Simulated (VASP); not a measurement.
# Cd (Fm-3m) in VASP: further runs

Aim: see how the results for Cd move with the level of theory and the settings. Levels: PBE, LDA. Tasks: single point.

All numbers are computed with VASP 6.6.1; they aren't measurements. Logs are shortened: lines on timing, memory, paths and dates and some standing lists are left out, and cuts for length are marked.

## 1. The cell of the first run

Symmetry: Fm-3m, No. 225, cubic system. Conventional cell: a = 4.436 Å, b = 4.436 Å, c = 4.436 Å, α = 90.00°, β = 90.00°, γ = 90.00°. Within 4.1 Å of Cd (site symmetry m-3m) lie 12 Cd at 3.14 Å.

## 2. Single point, PBE

File INCAR:

```
SYSTEM = Cd
PREC = Accurate ; ENCUT = 520
EDIFF = 1E-6 ; ISMEAR = -1
SIGMA = 0.05 ; LREAL = .False.
LASPH = .True. ; NELM = 100
ALGO = Normal ; ISIF = 2
LWAVE = .False. ; LCHARG = .False.
GGA = PE ; NBANDS = 12
```

File KPOINTS:

```
Automatic mesh
0
Gamma
  10 10 10
  0 0 0
```

File POSCAR:

```
Cd
1.0
    0.0000000000      2.2181497500      2.2181497500
    2.2181497500      0.0000000000      2.2181497500
    2.2181497500      2.2181497500      0.0000000000
Cd
1
Direct
    0.0000000000      0.0000000000      0.0000000000
```

Potentials or basis: VASP PAW PBE potentials, release 64 (Cd).

Started as:

```bash
cat potpaw_PBE.64/Cd/POTCAR > POTCAR
mpirun -np 1 vasp_std > vasp.out
```

OUTCAR:

```text
SYSTEM = Cd
   PREC = Accurate
   ENCUT = 520
   EDIFF = 1E-6
   ISMEAR = -1
   LREAL = .False.
   LASPH = .True.
   NELM = 100
   ISIF = 2
   GGA = PE

 ion  position               nearest neighbor table
   1  0.000  0.000  0.000-

  LATTYP: Found a face centered cubic cell.
 ALAT       =     4.4362995000

  Lattice vectors:

 A1 = (   0.0000000000,   2.2181497500,   2.2181497500)
 A2 = (   2.2181497500,   0.0000000000,   2.2181497500)
 A3 = (   2.2181497500,   2.2181497500,   0.0000000000)

Analysis of symmetry for initial positions (statically):
=====================================================================
 Subroutine PRICEL returns:
 Original cell was already a primitive cell.

 Routine SETGRP: Setting up the symmetry group for a
 face centered cubic supercell.

 Subroutine GETGRP returns: Found 48 space group operations
 (whereof 48 operations were pure point group operations)
 out of a pool of 48 trial point group operations.

The static configuration has the point symmetry O_h .

Analysis of symmetry for dynamics (positions and initial velocities):
=====================================================================
 Subroutine PRICEL returns:
 Original cell was already a primitive cell.

 Routine SETGRP: Setting up the symmetry group for a
 face centered cubic supercell.

 Subroutine GETGRP returns: Found 48 space group operations
 (whereof 48 operations were pure point group operations)
 out of a pool of 48 trial point group operations.

The dynamic configuration has the point symmetry O_h .

 Subroutine INISYM returns: Found 48 space group operations
 (whereof 48 operations are pure point group operations),
 and found     1 'primitive' translations

----------------------------------------------------------------------------------------

                                     Primitive cell

  volume of cell :      21.8274

  direct lattice vectors                    reciprocal lattice vectors
     0.000000000  2.218149750  2.218149750    -0.225413095  0.225413095  0.225413095
     2.218149750  0.000000000  2.218149750     0.225413095 -0.225413095  0.225413095
     2.218149750  2.218149750  0.000000000     0.225413095  0.225413095 -0.225413095

  length of vectors
     3.136937460  3.136937460  3.136937460     0.390426933  0.390426933  0.390426933

  position of ions in fractional coordinates (direct lattice)
     0.000000000  0.000000000  0.000000000

  ion indices of the primitive-cell ions
   primitive index   ion index
                 1           1

----------------------------------------------------------------------------------------

 KPOINTS: Automatic mesh

Automatic generation of k-mesh.
 Grid dimensions read from file:
 generate k-points for:   10   10   10

 Generating k-lattice:

  Cartesian coordinates                     Fractional coordinates (reciprocal lattice)
    -0.022541309  0.022541309  0.022541309     0.100000000  0.000000000  0.000000000
     0.022541309 -0.022541309  0.022541309     0.000000000  0.100000000  0.000000000
     0.022541309  0.022541309 -0.022541309     0.000000000  0.000000000  0.100000000

  Length of vectors
     0.039042693  0.039042693  0.039042693

  Shift w.r.t. Gamma in fractional coordinates (k-lattice)
     0.000000000  0.000000000  0.000000000

 Subroutine IBZKPT returns following result:
 ===========================================

 Found     47 irreducible k-points:

 Following reciprocal coordinates:
            Coordinates               Weight
  0.000000  0.000000  0.000000      1.000000
  0.100000  0.000000  0.000000      8.000000
  0.200000  0.000000  0.000000      8.000000
  0.300000  0.000000  0.000000      8.000000
  0.400000  0.000000  0.000000      8.000000
  0.500000  0.000000  0.000000      4.000000
[... 16 lines left out ...]
  0.300000  0.300000  0.000000      6.000000
  0.400000  0.300000  0.000000     24.000000
 [... further k-points ...]
   k-points           NKPTS =     47   k-points in BZ     NKDIM =     47   number of bands    NBANDS=     12
   number of dos      NEDOS =    301   number of ions     NIONS =      1
   total plane-waves  NPLWV =  13824
   dimension x,y,z NGX =    24 NGY =   24 NGZ =   24
   dimension x,y,z NGXF=    48 NGYF=   48 NGZF=   48
   ions per type =               1
   NGX,Y,Z   is equivalent  to a cutoff of  12.72, 12.72, 12.72 a.u.
   NGXF,Y,Z  is equivalent  to a cutoff of  25.44, 25.44, 25.44 a.u.
 SYSTEM =  Cd
   PREC   = accura    normal or accurate (medium, high low for compatibility)
   ISTART =      0    job   : 0-new  1-cont  2-samecut
   ICHARG =      2    charge: 1-file 2-atom 10-const
   ISPIN  =      1    spin polarized calculation?
   LNONCOLLINEAR =      F non collinear calculations
   LSORBIT =      F    spin-orbit coupling
   LASPH  =      T    aspherical Exc in radial PAW
   ENCUT  =  520.0 eV  38.22 Ry    6.18 a.u.   5.83  5.83  5.83*2*pi/ulx,y,z
   NELM   =    100;   NELMIN=  2; NELMDL= -5     # of ELM steps
   EDIFF  = 0.1E-05   stopping-criterion for ELM
   LREAL  =      F    real-space projection
   EDIFFG = 0.1E-04   stopping-criterion for IOM
   NSW    =      0    number of steps for IOM
   IBRION =     -1    ionic relax: 0-MD 1-quasi-New 2-CG
   NFREE  =      0    steps in history (QN), initial steepest desc. (CG)
   ISIF   =      2    stress and relaxation
   ISYM   =      2    0-nonsym 1-usesym 2-fastsym
   POTIM  = 0.5000    time-step for ionic-motion
   TEBEG  =    0.0;   TEEND  =   0.0 temperature during run
   PSTRESS=    0.0 pullay stress
   NELECT =      12.0000    total number of electrons
   NUPDOWN=      -1.0000    fix difference up-down
   EMIN   =  10.00;   EMAX   =-10.00  energy-range for DOS
   EFERMI =   0.00;   METHOD = LEGACY
   ISMEAR =    -1;   SIGMA  =   0.05  broadening in eV -4-tet -1-fermi 0-gaus
   EFERMI_NEDOS =   21; number of points for ismear=-14 and -15
   IALGO  =     38    algorithm
   IMIX   =      4    mixing-type and parameters
     AMIX     =   0.40;   BMIX     =  1.00
     AMIX_MAG =   1.60;   BMIX_MAG =  1.00
  volume/ion in A,a.u.               =      21.83       147.30
  Fermi-wavevector in a.u.,A,eV,Ry     =   1.341120  2.534350 24.471486  1.798604
  Thomas-Fermi vector in A             =   2.469379
   LORBIT       =      0    0 simple, 1 ext, 2 COOP (PROOUT), +10 PAW based schemes
   GGA     = PE    functional components
   LHFCALC =     F    Hartree Fock is set to
   AEXX    =    0.0000 exact exchange contribution
   IVDW    =     0    specifies the selected vdW correction
   LEPSILON=     F    determine dielectric tensor
   LRPA    =     F    only Hartree local field effects (RPA)
 non-spin polarized calculation
  energy-cutoff  :      520.00
  volume of cell :       21.83
 maximum number of plane-waves:       609
   NGX = 11   NGY = 11   NGZ = 11

 number of electron      12.0000003 magnetization

 Free energy of the ion-electron system (eV)
  ---------------------------------------------------
  ext. energy  EPLUGINS =         0.00000000
  ---------------------------------------------------
  free energy    TOTEN  =        -0.73299878 eV

  energy without entropy =       -0.72889003  energy(sigma->0) =       -0.73094440

 E-fermi :   2.9829     XC(G=0): -10.9856

 val. band max:        2.9316633895   @ k =  -0.4000   0.3000   0.0000
 cond. band min:       3.0719166987   @ k =  -0.4000   0.4000   0.0000
 fundamental gap:      0.1402533092
 Fermi energy:         2.9828801147

 k-point     1 :       0.0000    0.0000    0.0000
  band No.  band energies     occupation
      1      -6.2971      2.00000
      2      -6.2971      2.00000
      3      -6.2971      2.00000
      4      -5.9491      2.00000
      5      -5.8442      2.00000
      6      -5.8442      2.00000
      7      16.7355      0.00000
      8      17.7933      0.00000
      9      17.7933      0.00000
     10      17.7933      0.00000
     11      21.1612      0.00000
     12      21.1612      0.00000

 k-point     2 :       0.1000    0.0000    0.0000
  band No.  band energies     occupation
      1      -6.3329      2.00000
      2      -6.2577      2.00000
      3      -6.2577      2.00000
      4      -5.8521      2.00000
      5      -5.8521      2.00000
      6      -5.6781      2.00000
      7      14.7873      0.00000
      8      16.9842      0.00000
      9      17.4128      0.00000
     10      17.4128      0.00000
     11      21.5829      0.00000
     12      21.8218      0.00000

 k-point     3 :       0.2000    0.0000    0.0000
  band No.  band energies     occupation
      1      -6.4585      2.00000
      2      -6.1984      2.00000
      3      -6.1984      2.00000
      4      -5.8246      2.00000
      5      -5.8246      2.00000
      6      -4.8293      2.00000
      7      10.9605      0.00000
      8      16.7127      0.00000
      9      16.7127      0.00000
     10      16.8645      0.00000
     11      21.0562      0.00000
     12      21.7777      0.00000
[... 286 lines left out ...]
 k-point    23 :       0.3000    0.3000    0.0000
  band No.  band energies     occupation
      1      -6.7214      2.00000
      2      -6.5126      2.00000
      3      -5.7305      2.00000
      4      -5.7305      2.00000
      5      -5.6169      2.00000
      6      -2.6485      2.00000
      7      11.2665      0.00000
      8      11.4838      0.00000
      9      11.4838      0.00000
     10      14.4348      0.00000
     11      14.4997      0.00000
     12      27.6142      0.00000

 k-point    24 :       0.4000    0.3000    0.0000
  band No.  band energies     occupation
      1      -6.7688      2.00000
      2      -6.6022      2.00000
      3      -5.7105      2.00000
      4      -5.6768      2.00000
      5      -5.4926      2.00000
      6      -1.2764      2.00000
      7       8.6669      0.00000
      8       9.5341      0.00000
      9      10.9106      0.00000
     10      14.2696      0.00000
     11      16.1664      0.00000
     12      27.0074      0.00000

 [... further k-points ...]
[... 5 lines left out ...]
  --------------------------------------------------------------------------------------
  -------------------------------------------------------------------------------------
  Total        0.3519641      0.3519641      0.3519641     -0.0000000      0.0000000      0.0000000
  in kB       25.8348767     25.8348767     25.8348767     -0.0000000      0.0000000      0.0000000
  external PRESSURE =      25.8348767 kB  Pullay stress =       0.0000000 kB

 VOLUME and BASIS-vectors are now :
 -----------------------------------------------------------------------------
  energy-cutoff  :      520.00
  volume of cell :       21.83
      direct lattice vectors                 reciprocal lattice vectors
     0.000000000  2.218149750  2.218149750    -0.225413095  0.225413095  0.225413095
     2.218149750  0.000000000  2.218149750     0.225413095 -0.225413095  0.225413095
     2.218149750  2.218149750  0.000000000     0.225413095  0.225413095 -0.225413095

 POSITION                                       TOTAL-FORCE (eV/Angst)
 -----------------------------------------------------------------------------------
      0.00000      0.00000      0.00000        -0.000000     -0.000000     -0.000000
 -----------------------------------------------------------------------------------
    total drift:                               -0.000000      0.000000      0.000000

  FREE ENERGIE OF THE ION-ELECTRON SYSTEM (eV)
  ---------------------------------------------------
  free  energy   TOTEN  =        -0.7329987776 eV

  energy  without entropy=       -0.7288900304  energy(sigma->0) =       -0.73094440
```

It took 15 s on 1 thread of Intel Xeon 8259CL, shared host; peak memory 0.14 GiB.

What came out:

- Free energy: -0.7330 eV
- Pressure: 2.6 GPa
- Band gap on the k mesh: zero (band 6 reaches 3.98 eV, above the bottom of band 7 at 1.52 eV)

## 3. Single point, LDA

This run uses another cell than the first one, of 19.96 Å³/atom, 0.914 times its volume.

File INCAR:

```
SYSTEM = Cd
ALGO = Normal
EDIFF = 1E-6
ENCUT = 500
GGA = CA
GGA_COMPAT = .FALSE.
ISIF = 2
ISMEAR = 1
LASPH = .TRUE.
LCHARG = .TRUE.
LELF = .TRUE.
LREAL = .FALSE.
LVHAR = .TRUE.
LWAVE = .FALSE.
NBANDS = 12
NELM = 120
PREC = Accurate
SIGMA = 0.2
```

File KPOINTS:

```
k-points
0
G
  10 10 10
  0 0 0
```

File POSCAR:

```
Cd
1.0
    3.0445806124      0.0000000000      0.0000000000
    1.5222903062      2.6366841542      0.0000000000
    1.5222903062      0.8788947181      2.4858896604
Cd
1
Direct
    0.0000000000      0.0000000000      0.0000000000
```

Potentials or basis: VASP PAW LDA potentials, release 64 (Cd).

Started as:

```bash
cat potpaw_LDA.64/Cd/POTCAR > POTCAR
mpirun -np 1 vasp_std > vasp.out
```

Wall time 4.3 s (1 thread of Intel Xeon 6975P-C (Granite Rapids), shared host); peak memory 0.13 GiB.

Results (log left out):

| Property | Result |
| --- | --- |
| Free energy | -1.5017 eV |
| Pressure | 0.6 GPa |
| Band gap on the k mesh | zero (band 6 reaches 4.39 eV, above the bottom of band 7 at 2.07 eV) |

Levels at points of the mesh, in eV from the Fermi level:
```
           k point  band 3  band 4  band 5  band 6  band 7  band 8  band 9  band 10
(0.00, 0.00, 0.00)   -9.51   -9.51   -8.95   -8.95   14.12   15.59   15.59    15.59
(0.50, 0.00, 0.00)   -9.51   -8.50   -8.50   -2.86   -1.37   13.08   13.08    13.21
(0.50, 0.50, 0.00)   -8.52   -8.38   -8.38   -1.23    1.53    6.87    6.87    11.65
```
